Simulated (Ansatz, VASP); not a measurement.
**Two plane-wave programs on ScZn3**

```
Sc Zn
1.0
     0.00000    3.15639    3.15639
     3.15639    0.00000    3.15639
     3.15639    3.15639    0.00000
Sc Zn
1 3
Direct
  0.00000 0.00000 0.00000
  0.25000 0.25000 0.25000
  0.75000 0.75000 0.75000
  0.50000 0.50000 0.50000
```

Alike in both runs: task single point; functional LDA; k mesh 6 × 6 × 6; occupations fermi-dirac, width 0.1 eV; no spin polarisation.

```csv
,VASP,Ansatz
version,VASP 6.6.1,Ansatz 0.2.0
potentials or method,"VASP PAW LDA potentials, release 64 (Sc_sv, Zn), cutoff 520 eV","plane waves, PAW"
valence electrons in the cell,47,47
```

```tsv
	VASP	Ansatz	Ansatz less VASP
pressure (GPa)	-5.7	-6.1	-0.39
```

LDA's correlation is that of Perdew and Zunger in VASP and of Perdew and Wang (1992) in Ansatz. Ansatz's warnings: stress scf threshold loose.
